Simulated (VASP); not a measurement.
The system is PbS.

```
Pb S
1.0
     2.10732   -6.07014    0.00000
     2.10732    6.07014    0.00000
     0.00000    0.00000    4.33563
Pb S
2 2
Direct
  0.13056 0.86944 0.25000
  0.86944 0.13056 0.75000
  0.35480 0.64520 0.25000
  0.64520 0.35480 0.75000
```

This cell differs from its parent crystal: volume scaled by 1.04.

Base run:

```yaml
Program: VASP 6.6.1
Functional: PBE
Potentials_or_basis: VASP PAW PBE potentials, release 64 (Pb_d, S)
Cutoff: 520 eV
k_mesh: 7 × 7 × 6
Occupations: fermi-dirac, width 0.05 eV
Spin: no spin polarisation
```

Its results: band gap on the k mesh 1.32 eV, indirect (least direct gap 1.42 eV); pressure -1.0 GPa; largest force 0.160 eV/Å.

Q: The run is repeated on the same cell with these changes: functional from PBE to PBEsol. What comes out?

A: Band gap on the k mesh 1.24 eV, indirect (least direct gap 1.33 eV); pressure -3.7 GPa; largest force 0.262 eV/Å.

PBEsol binds more tightly than PBE, so the same cell stands under less pressure.

Caveats: spin-orbit coupling is left out, which moves the levels of the heavy elements; the PAW data sets were made with another functional, which shifts forces and pressure a little (some runs).

A k mesh can miss the band edges.
